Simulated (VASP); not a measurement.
# Bi2Se3 (R-3m) in VASP: single point with PBE+D3(BJ)

Aim: the single point of Bi2Se3 with PBE+D3(BJ).

Everything below comes from runs of VASP 6.6.1. Logs are shortened: lines on timing, memory, paths and dates and some standing lists are left out, and cuts for length are marked.

## Step 1: The cell of the first run

Symmetry: R-3m, No. 166, trigonal system. Conventional cell: a = 4.144 Å, b = 4.144 Å, c = 28.479 Å, α = 90.00°, β = 90.00°, γ = 120.00°. Bi (site symmetry 3m) has 6 Se at 2.86 to 3.07 Å within 3.8 Å. Within 4.3 Å of Se (site symmetry -3m) lie 6 Bi at 3.07 Å and 12 Se at 4.14 to 4.24 Å. Se (site symmetry 3m) has 3 Bi at 2.86 Å and 3 Se at 3.46 Å within 3.8 Å.

## Step 2: Single point, PBE+D3(BJ)

INCAR

```
SYSTEM = Bi2Se3
ALGO = Normal
EDIFF = 1E-6
ENCUT = 520
GGA = PE
ISIF = 2
ISMEAR = 0
IVDW = 12
LASPH = .TRUE.
LCHARG = .FALSE.
LREAL = .FALSE.
LWAVE = .FALSE.
NBANDS = 32
NELM = 100
PREC = Accurate
SIGMA = 0.01
```

KPOINTS

```
k-points
0
G
  12 12 12
  0 0 0
```

POSCAR

```
Bi2Se3
1.0
    2.0718050032      1.1961571765      9.4928790984
   -2.0718050032      1.1961571765      9.4928790984
    0.0000000000     -2.3923143525      9.4928790985
Bi Se
2 3
Direct
    0.4008312165      0.4008312165      0.4008312165
    0.5991687835      0.5991687835      0.5991687835
    0.0000000000      0.0000000000      0.0000000000
    0.2106243996      0.2106243996      0.2106243996
    0.7893756004      0.7893756004      0.7893756004
```

Potentials or basis: VASP PAW PBE potentials, release 64 (Bi_d, Se).

On the command line:

```
> cat potpaw_PBE.64/Bi_d/POTCAR potpaw_PBE.64/Se/POTCAR > POTCAR
> mpirun -np 1 vasp_std > vasp.out
```

OUTCAR:

```text
SYSTEM = Bi2Se3
   EDIFF = 1E-6
   ENCUT = 520
   GGA = PE
   ISIF = 2
   ISMEAR = 0
   IVDW = 12
   LASPH = .TRUE.
   LREAL = .FALSE.
   NELM = 100
   PREC = Accurate
 IVDW          = 12

 ion  position               nearest neighbor table
   1  0.401  0.401  0.401-   5 2.86   5 2.86   5 2.86   3 3.07   3 3.07   3 3.07
   2  0.599  0.599  0.599-   4 2.86   4 2.86   4 2.86   3 3.07   3 3.07   3 3.07
   3  0.000  0.000  0.000-   2 3.07   2 3.07   1 3.07   1 3.07   2 3.07   1 3.07
   4  0.211  0.211  0.211-   2 2.86   2 2.86   2 2.86
   5  0.789  0.789  0.789-   1 2.86   1 2.86   1 2.86

  LATTYP: Found a trigonal (rhomboedric) cell.
 ALAT       =     9.7896844453
 COS(alpha) =     0.9104242683

  Lattice vectors:

 A1 = (   2.0718050032,   1.1961571765,   9.4928790984)
 A2 = (  -2.0718050032,   1.1961571765,   9.4928790984)
 A3 = (   0.0000000000,  -2.3923143525,   9.4928790985)

Analysis of symmetry for initial positions (statically):
=====================================================================
 Subroutine PRICEL returns:
 Original cell was already a primitive cell.

 Routine SETGRP: Setting up the symmetry group for a
 trigonal (rhombohedral) supercell.

 Subroutine GETGRP returns: Found 12 space group operations
 (whereof 12 operations were pure point group operations)
 out of a pool of 12 trial point group operations.

The static configuration has the point symmetry D_3d.

Analysis of symmetry for dynamics (positions and initial velocities):
=====================================================================
 Subroutine PRICEL returns:
 Original cell was already a primitive cell.

 Routine SETGRP: Setting up the symmetry group for a
 trigonal (rhombohedral) supercell.

 Subroutine GETGRP returns: Found 12 space group operations
 (whereof 12 operations were pure point group operations)
 out of a pool of 12 trial point group operations.

The dynamic configuration has the point symmetry D_3d.

 Subroutine INISYM returns: Found 12 space group operations
 (whereof 12 operations are pure point group operations),
 and found     1 'primitive' translations

----------------------------------------------------------------------------------------

                                     Primitive cell

  volume of cell :     141.1518

  direct lattice vectors                    reciprocal lattice vectors
     2.071805003  1.196157177  9.492879098     0.241335453  0.139335089  0.035114040
    -2.071805003  1.196157177  9.492879098    -0.241335453  0.139335089  0.035114040
     0.000000000 -2.392314353  9.492879098     0.000000000 -0.278670178  0.035114040

  length of vectors
     9.789684445  9.789684445  9.789684445     0.280873751  0.280873751  0.280873751

  position of ions in fractional coordinates (direct lattice)
     0.400831217  0.400831217  0.400831217
     0.599168783  0.599168783  0.599168783
     0.000000000  0.000000000  0.000000000
     0.210624400  0.210624400  0.210624400
     0.789375600  0.789375600  0.789375600

  ion indices of the primitive-cell ions
   primitive index   ion index
                 1           1
                 2           2
                 3           3
                 4           4
                 5           5

----------------------------------------------------------------------------------------

 KPOINTS: k-points

Automatic generation of k-mesh.
 Grid dimensions read from file:
 generate k-points for:   12   12   12

 Generating k-lattice:

  Cartesian coordinates                     Fractional coordinates (reciprocal lattice)
     0.020111288  0.011611257  0.002926170     0.083333333  0.000000000 -0.000000000
    -0.020111288  0.011611257  0.002926170     0.000000000  0.083333333 -0.000000000
     0.000000000 -0.023222515  0.002926170     0.000000000  0.000000000  0.083333333

  Length of vectors
     0.023406146  0.023406146  0.023406146

  Shift w.r.t. Gamma in fractional coordinates (k-lattice)
     0.000000000  0.000000000  0.000000000

 Subroutine IBZKPT returns following result:
 ===========================================

 Found    189 irreducible k-points:

 Following reciprocal coordinates:
            Coordinates               Weight
  0.000000  0.000000  0.000000      1.000000
  0.083333 -0.000000 -0.000000      6.000000
  0.166667 -0.000000 -0.000000      6.000000
  0.250000 -0.000000 -0.000000      6.000000
  0.333333 -0.000000 -0.000000      6.000000
  0.416667  0.000000  0.000000      6.000000
[... 16 lines left out ...]
  0.500000  0.166667 -0.000000     12.000000
 -0.416667  0.166667  0.000000     12.000000
 [... further k-points ...]
   k-points           NKPTS =    189   k-points in BZ     NKDIM =    189   number of bands    NBANDS=     32
   number of dos      NEDOS =    301   number of ions     NIONS =      5
   total plane-waves  NPLWV = 512000
   dimension x,y,z NGX =    80 NGY =   80 NGZ =   80
   dimension x,y,z NGXF=   160 NGYF=  160 NGZF=  160
   ions per type =               2   3
   NGX,Y,Z   is equivalent  to a cutoff of  13.59, 13.59, 13.59 a.u.
   NGXF,Y,Z  is equivalent  to a cutoff of  27.17, 27.17, 27.17 a.u.
 SYSTEM =  Bi2Se3
   PREC   = accura    normal or accurate (medium, high low for compatibility)
   ISTART =      0    job   : 0-new  1-cont  2-samecut
   ICHARG =      2    charge: 1-file 2-atom 10-const
   ISPIN  =      1    spin polarized calculation?
   LNONCOLLINEAR =      F non collinear calculations
   LSORBIT =      F    spin-orbit coupling
   LASPH  =      T    aspherical Exc in radial PAW
   ENCUT  =  520.0 eV  38.22 Ry    6.18 a.u.  18.20 18.20 18.20*2*pi/ulx,y,z
   NELM   =    100;   NELMIN=  2; NELMDL= -5     # of ELM steps
   EDIFF  = 0.1E-05   stopping-criterion for ELM
   LREAL  =      F    real-space projection
   EDIFFG = 0.1E-04   stopping-criterion for IOM
   NSW    =      0    number of steps for IOM
   IBRION =     -1    ionic relax: 0-MD 1-quasi-New 2-CG
   NFREE  =      0    steps in history (QN), initial steepest desc. (CG)
   ISIF   =      2    stress and relaxation
   ISYM   =      2    0-nonsym 1-usesym 2-fastsym
   POTIM  = 0.5000    time-step for ionic-motion
   TEBEG  =    0.0;   TEEND  =   0.0 temperature during run
   PSTRESS=    0.0 pullay stress
   NELECT =      48.0000    total number of electrons
   NUPDOWN=      -1.0000    fix difference up-down
   EMIN   =  10.00;   EMAX   =-10.00  energy-range for DOS
   EFERMI =   0.00;   METHOD = LEGACY
   ISMEAR =     0;   SIGMA  =   0.01  broadening in eV -4-tet -1-fermi 0-gaus
   EFERMI_NEDOS =   21; number of points for ismear=-14 and -15
   IALGO  =     38    algorithm
   IMIX   =      4    mixing-type and parameters
     AMIX     =   0.40;   BMIX     =  1.00
     AMIX_MAG =   1.60;   BMIX_MAG =  1.00
  volume/ion in A,a.u.               =      28.23       190.51
  Fermi-wavevector in a.u.,A,eV,Ry     =   1.142685  2.159361 17.765517  1.305729
  Thomas-Fermi vector in A             =   2.279382
   LORBIT       =      0    0 simple, 1 ext, 2 COOP (PROOUT), +10 PAW based schemes
   GGA     = PE    functional components
   LHFCALC =     F    Hartree Fock is set to
   AEXX    =    0.0000 exact exchange contribution
   IVDW    =    12    specifies the selected vdW correction
   LEPSILON=     F    determine dielectric tensor
   LRPA    =     F    only Hartree local field effects (RPA)
 non-spin polarized calculation
 Gauss-broadening in eV      SIGMA  =   0.01
  energy-cutoff  :      520.00
  volume of cell :      141.15
 maximum number of plane-waves:      3840
 NGX is ok and might be reduce to    80
   NGX = 37   NGY = 37   NGZ = 37

 number of electron      47.9999996 magnetization

 Free energy of the ion-electron system (eV)
  ---------------------------------------------------
  ext. energy  EPLUGINS =         0.00000000
  ---------------------------------------------------
  free energy    TOTEN  =       -20.14801050 eV

  energy without entropy =      -20.14801050  energy(sigma->0) =      -20.14801050

 E-fermi :   5.1828     XC(G=0):  -9.5314

 val. band max:        5.0726116371   @ k =   0.0000   0.0000   0.0000
 cond. band min:       5.2359137494   @ k =   0.0000   0.0000   0.0000
 fundamental gap:      0.1633021122
 Fermi energy:         5.1828378868

 k-point     1 :       0.0000    0.0000    0.0000
  band No.  band energies     occupation
      1     -18.1014      2.00000
      2     -18.1014      2.00000
      3     -18.0996      2.00000
      4     -18.0996      2.00000
      5     -18.0944      2.00000
      6     -18.0917      2.00000
[... 24 lines left out ...]
     31      10.8494      0.00000
     32      12.0029      0.00000

 k-point     2 :       0.0833   -0.0000   -0.0000
  band No.  band energies     occupation
      1     -18.1023      2.00000
      2     -18.1003      2.00000
      3     -18.0997      2.00000
      4     -18.0979      2.00000
      5     -18.0933      2.00000
      6     -18.0907      2.00000
[... 24 lines left out ...]
     31      10.7556      0.00000
     32      11.2033      0.00000

 k-point     3 :       0.1667   -0.0000   -0.0000
  band No.  band energies     occupation
      1     -18.1052      2.00000
      2     -18.1027      2.00000
      3     -18.0952      2.00000
      4     -18.0934      2.00000
      5     -18.0906      2.00000
      6     -18.0882      2.00000
[... 24 lines left out ...]
     31      10.1011      0.00000
     32      11.0273      0.00000

 k-point     4 :       0.2500   -0.0000   -0.0000
  band No.  band energies     occupation
      1     -18.1099      2.00000
      2     -18.1065      2.00000
      3     -18.0914      2.00000
      4     -18.0904      2.00000
      5     -18.0884      2.00000
      6     -18.0868      2.00000
[... 654 lines left out ...]
     31      10.0644      0.00000
     32      10.8200      0.00000

 k-point    23 :       0.5000    0.1667   -0.0000
  band No.  band energies     occupation
      1     -18.1139      2.00000
      2     -18.1096      2.00000
      3     -18.0938      2.00000
      4     -18.0922      2.00000
      5     -18.0887      2.00000
      6     -18.0877      2.00000
[... 24 lines left out ...]
     31      10.0492      0.00000
     32      10.8828      0.00000

 k-point    24 :      -0.4167    0.1667    0.0000
  band No.  band energies     occupation
      1     -18.1148      2.00000
      2     -18.1103      2.00000
      3     -18.0943      2.00000
      4     -18.0925      2.00000
      5     -18.0890      2.00000
      6     -18.0878      2.00000
[... 24 lines left out ...]
     31       9.9327      0.00000
     32      10.9298      0.00000

 [... further k-points ...]

------------------------ aborting loop because EDIFF is reached ----------------------------------------

 Edisp (eV)   -2.01341

 E8    (eV) :    -0.9111

  FORCE on cell =-STRESS in cart. coord.  units (eV):
  Direction    XX          YY          ZZ          XY          YZ          ZX
  --------------------------------------------------------------------------------------
  -------------------------------------------------------------------------------------
  Total       0.01961     0.01961     0.01921    -0.00000    -0.00000     0.00000
  in kB       0.22257     0.22257     0.21800    -0.00000    -0.00000     0.00000
  external pressure =        0.22 kB  Pullay stress =        0.00 kB

 VOLUME and BASIS-vectors are now :
 -----------------------------------------------------------------------------
  energy-cutoff  :      520.00
  volume of cell :      141.15
      direct lattice vectors                 reciprocal lattice vectors
     2.071805003  1.196157177  9.492879098     0.241335453  0.139335089  0.035114040
    -2.071805003  1.196157177  9.492879098    -0.241335453  0.139335089  0.035114040
     0.000000000 -2.392314353  9.492879098     0.000000000 -0.278670178  0.035114040

 POSITION                                       TOTAL-FORCE (eV/Angst)
 -----------------------------------------------------------------------------------
      0.00000      0.00000     11.41513         0.000000     -0.000000     -0.012949
      0.00000      0.00000     17.06351         0.000000      0.000000      0.012949
      0.00000      0.00000      0.00000         0.000000      0.000000     -0.000000
      0.00000      0.00000      5.99830         0.000000     -0.000000     -0.013485
      0.00000      0.00000     22.48034         0.000000      0.000000      0.013485
 -----------------------------------------------------------------------------------
    total drift:                               -0.000000      0.000000     -0.000000

  FREE ENERGIE OF THE ION-ELECTRON SYSTEM (eV)
  ---------------------------------------------------
  free  energy   TOTEN  =       -22.1614192743 eV

  energy  without entropy=      -22.1614192743  energy(sigma->0) =      -22.16141927
```

Wall time 1.5 h (1 thread of Oxide Virtual Turin-like, shared host); peak memory 1.3 GiB.

Results:

| Item | Value |
| --- | --- |
| Free energy | -22.1614 eV |
| Pressure | 0.0 GPa |
| Largest force | 0.013 eV/Å |
| Band gap on the k mesh | 0.16 eV |
| Dispersion energy per atom | -0.403 eV |

Forces on the atoms (eV/Å):
```
Bi   0.000  0.000 -0.013
Bi   0.000  0.000  0.013
Se   0.000  0.000  0.000
Se   0.000  0.000 -0.013
Se   0.000  0.000  0.013
```

Caveat: spin-orbit coupling is left out, which moves the levels of the heavy elements.
